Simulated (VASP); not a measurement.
Write the native input for VASP 6.6.1 that does the following.

```
Task                   : single point
Functional             : PBEsol
Potentials or basis    : VASP PAW PBE potentials, release 64 (Mg, I)
Cutoff                 : 520 eV
k mesh                 : 7 × 7 × 4
Occupations            : fermi-dirac, width 0.03 eV
Spin                   : no spin polarisation
Dipole correction      : no
Further INCAR settings : ALGO = Normal; EDIFF = 1e-06; NBANDS = 15
```

The structure of MgI2 lies in POSCAR:

```
MgI2
1.0
    4.0689069387      0.0000000000      0.0000000000
   -2.0344534694      3.5237767745      0.0000000000
    0.0000000000      0.0000000000      6.7219198780
Mg I
1 2
Direct
    0.0000000000      0.0000000000      0.0000000000
    0.3333333333      0.6666666667      0.7576300000
    0.6666666667      0.3333333333      0.2423700000
```

This cell differs from its parent crystal: volume scaled by 0.94.

The input as run:

INCAR

```
SYSTEM = MgI2
PREC = Accurate
ENCUT = 520
EDIFF = 1E-6
ISMEAR = -1
SIGMA = 0.03
LREAL = .FALSE.
LASPH = .TRUE.
NELM = 80
ALGO = Normal
ISIF = 2
LWAVE = .FALSE.
LCHARG = .TRUE.
GGA = PS
LELF = .TRUE.
LVHAR = .TRUE.
NBANDS = 15
```

KPOINTS

```
regular mesh
0
G
  7 7 4
  0 0 0
```

Potentials or basis: VASP PAW PBE potentials, release 64 (Mg, I).

Command:

```console
$ cat potpaw_PBE.64/Mg/POTCAR potpaw_PBE.64/I/POTCAR > POTCAR
$ mpirun -np 1 vasp_std > vasp.out
```

Results of the run:

```json
{
 "Pressure": "1.9 GPa",
 "Largest force": "0.285 eV/Å",
 "Band gap on the k mesh": "3.48 eV, indirect (least direct gap 3.83 eV)"
}
```

Caveat: the PAW data sets were made with another functional, which shifts forces and pressure a little; spin-orbit coupling is left out, which moves the levels of the heavy elements; this functional lacks dispersion, which binds the layers, so the pressure and a relaxed spacing across them are unreliable.

Wall time 15 s on 1 thread of Intel(R) Xeon(R) 6975P-C (Granite Rapids) (shared host), peak memory 0.21 GiB.
